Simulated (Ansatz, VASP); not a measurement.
One calculation of Ca3S, two programs

```
CELL_PARAMETERS angstrom
3.92196 0.00000 0.00000
-1.96098 3.39651 0.00000
0.00000 0.00000 9.96768
ATOMIC_POSITIONS crystal
Ca 0.66667 0.33333 0.50000
Ca 0.33333 0.66667 0.17661
Ca 0.33333 0.66667 0.82339
S 0.66667 0.33333 0.00000
```

Change from the starting cell: species swapped into the Tl3Bi type (P-6m2, No. 187).

Alike in both runs: functional PBE; k mesh 15 × 15 × 6; occupations gaussian, width 0.1 eV; no spin polarisation.

Ansatz relaxed the structure, and its values are those at the end. VASP's run is a single point on that final structure, the one shown.

```csv
,VASP,Ansatz
version,VASP 6.6.1,Ansatz 0.2.0
potentials or method,"VASP PAW PBE potentials, release 64 (Ca_sv, S), cutoff 520 eV","scalar-relativistic, plane waves, PAW"
valence electrons in the cell,36,36
```

VASP gave:

* gap on the k mesh at the Fermi level (eV): none
* pressure (GPa): 0.0
* rms of the force components (eV/Å): 0.006

Which values does Ansatz return?

gap on the k mesh at the Fermi level (eV): none; pressure (GPa): 0.0; rms of the force components (eV/Å): 0.001.

A gap of «none» marks a metal or a gap that the smearing closes. The functional is the same, so the differences come from potentials, cutoffs and numerics.
